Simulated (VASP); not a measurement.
Wanted: the native input for a VASP 6.6.1 run.

```yaml
Task: single point
Functional: HSE06
Potentials_or_basis: VASP PAW PBE potentials, release 64 (Mg, F)
Cutoff: 520 eV
k_mesh: 4 × 4 × 6
Occupations: gaussian, width 0.01 eV
Spin: no spin polarisation
Dipole_correction: no
Grid_for_exact_exchange_PRECFOCK: Normal
Further_INCAR_settings: ALGO = Normal; EDIFF = 1e-06; NBANDS = 25
Screening_parameter: 0.2079 1/Å
```

MgF2:

```
CELL_PARAMETERS angstrom
4.62202 0.00000 0.00000
0.00000 4.62202 0.00000
0.00000 0.00000 3.04611
ATOMIC_POSITIONS crystal
Mg 0.50000 0.50000 0.50000
Mg 0.00000 0.00000 0.00000
F 0.69705 0.69705 0.00000
F 0.80295 0.19705 0.50000
F 0.30295 0.30295 0.00000
F 0.19705 0.80295 0.50000
```

The input as run:

POSCAR

```
MgF2
1.0
    4.6220163432      0.0000000000      0.0000000000
    0.0000000000      4.6220163432      0.0000000000
    0.0000000000      0.0000000000      3.0461146010
Mg F
2 4
Direct
    0.5000000000      0.5000000000      0.5000000000
    0.0000000000      0.0000000000      0.0000000000
    0.6970491921      0.6970491921      0.0000000000
    0.8029508079      0.1970491921      0.5000000000
    0.3029508079      0.3029508079      0.0000000000
    0.1970491921      0.8029508079      0.5000000000
```

INCAR.step1

```
ALGO = Normal
EDIFF = 1E-5
ENCUT = 520
GGA = PE
GGA_COMPAT = False
ISIF = 2
ISMEAR = 0
KPAR = 4
LASPH = True
LREAL = False
LWAVE = True
NBANDS = 25
NELM = 120
PREC = Accurate
SIGMA = 0.01
```

INCAR.step2

```
ALGO = Normal
EDIFF = 1E-6
ENCUT = 520
GGA = PE
GGA_COMPAT = False
HFSCREEN = 0.2079
ISIF = 2
ISMEAR = 0
ISTART = 1
KPAR = 4
LASPH = True
LCHARG = True
LHFCALC = True
LREAL = False
LVHAR = True
LWAVE = False
NBANDS = 25
NELM = 120
PREC = Accurate
PRECFOCK = Normal
SIGMA = 0.01
```

KPOINTS

```
k-points
0
Gamma
  4 4 6
```

Potentials or basis: VASP PAW PBE potentials, release 64 (Mg, F).

The run is started by

```console
$ cat potpaw_PBE.64/Mg/POTCAR potpaw_PBE.64/F/POTCAR > POTCAR
$ cp INCAR.step1 INCAR
$ mpirun -np 4 vasp_std > vasp.out
$ cp INCAR.step2 INCAR
$ mpirun -np 4 vasp_std > vasp.out
```

Results of the run:

- Pressure: 0.7 GPa
- Largest force: 0.016 eV/Å
- Band gap on the k mesh: 9.41 eV, direct

Caveat: the PAW data sets were made with another functional, which shifts forces and pressure a little.

It took 15 min on 4 MPI ranks on Intel(R) Xeon(R) 6975P-C (Granite Rapids) (shared host), peak memory 0.31 GiB a rank.
